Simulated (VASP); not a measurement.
CdSe:

```
Cd Se
1.0
     0.00000    3.07027    3.07027
     3.07027    0.00000    3.07027
     3.07027    3.07027    0.00000
Cd Se
1 1
Cartesian
  0.0000 0.0000 0.0000
  4.6054 4.6054 4.6054
```

| Property | Result |
| --- | --- |
| Program | VASP 6.6.1 |
| Task | relaxation of cell and atoms |
| Functional | LDA |
| Potentials or basis | VASP PAW LDA potentials, release 64 (Cd, Se) |
| Cutoff | 600 eV |
| k mesh | 14 × 14 × 14 |
| Occupations | fermi-dirac, width 0.1 eV |
| Spin | no spin polarisation |

At the start: pressure -2.9 GPa; volume 28.94 Å³/atom.

Question: Where does the relaxation end?

Answer: Over 3 steps the energy falls by 15.8 meV/atom and the volume is 27.31 Å³/atom (-5.6 %); space group F-43m (No. 216, to 0.1 Å) before and after.

Step by step:
```csv
step,energy change (eV),largest force (eV/Å),pressure (GPa),volume (Å³)
1,0.0000,0.0000,-2.93,57.88
2,-0.0277,0.0000,1.20,53.56
3,-0.0315,0.0000,0.00,54.62
```

Final structure:
```
Cd Se
1.0
     0.00000    3.01144    3.01144
     3.01144    0.00000    3.01144
     3.01144    3.01144    0.00000
Cd Se
1 1
Direct
  0.00000 0.00000 0.00000
  0.75000 0.75000 0.75000
```
